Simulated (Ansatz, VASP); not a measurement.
**Hf in VASP and in Ansatz**

Contents of INCAR:

```
  ALGO = Normal
  EDIFF = 1E-8
  ENCUT = 520
  GGA = PE
  ISIF = 2
  ISMEAR = -1
  LASPH = T
  LCHARG = F
  LEFG = T
  LREAL = F
  LWAVE = F
  NBANDS = 17
  NELM = 100
  PREC = Accurate
  SIGMA = 0.05
```

KPOINTS

```
k-points
0
Gamma
  13 13 7
```

POSCAR

```
Hf
1.0
    3.2286655094      0.0000000000      0.0000000000
   -1.6143327547      2.7961063515      0.0000000000
    0.0000000000      0.0000000000      5.0578000000
Hf
2
Direct
    0.3333333333      0.6666666667      0.2500000000
    0.6666666667      0.3333333333      0.7500000000
```

Input for Ansatz:

```yaml
crystal:
  lattice:
    - [3.2286655094, 0.0, 0.0]
    - [-1.6143327547, 2.7961063515, 0.0]
    - [0.0, 0.0, 5.0578]
  atoms:
    - { symbol: Hf, position: [0.3333333333, 0.6666666667, 0.25] }
    - { symbol: Hf, position: [0.6666666667, 0.3333333333, 0.75] }
kpoints:
  mp_grid: { grid: [13, 13, 7] }
scf:
  occupations: { method: fermi_dirac, width: 0.05 }
hamiltonian:
  xc: pbe
  pseudopotentials: { kind: all_electron, datasets: crystal }
output:
  forces: true
  stress: true
  eigenvalues: true
  efg: { contact_densities: true }
```

Change from the starting cell: equal xx and yy strain of +1 %, crystal datasets.

Alike in both runs: task electric field gradients; functional PBE; k mesh 13 × 13 × 7; occupations fermi-dirac, width 0.05 eV; no spin polarisation.

```csv
,VASP,Ansatz
version,VASP 6.6.1,Ansatz 0.2.0
potentials or method,"VASP PAW PBE potentials, release 64 (Hf_pv), cutoff 520 eV","all-electron PAW with datasets made for the crystal, scalar-relativistic"
```

|  | VASP | Ansatz | Ansatz less VASP |
| --- | --- | --- | --- |
| pressure (GPa) | -1.7 | -1.3 | +0.45 |
| traceless stress, the component that is largest in VASP (GPa) | 0.62 | 0.69 | +0.071 |
| size of Vzz on the site where it differs most (V/Å²) | 85.4 | 94.0 | +8.56 |

Ansatz ran all-electron here, and VASP with PAW potentials.

Neither program's run includes spin-orbit coupling.
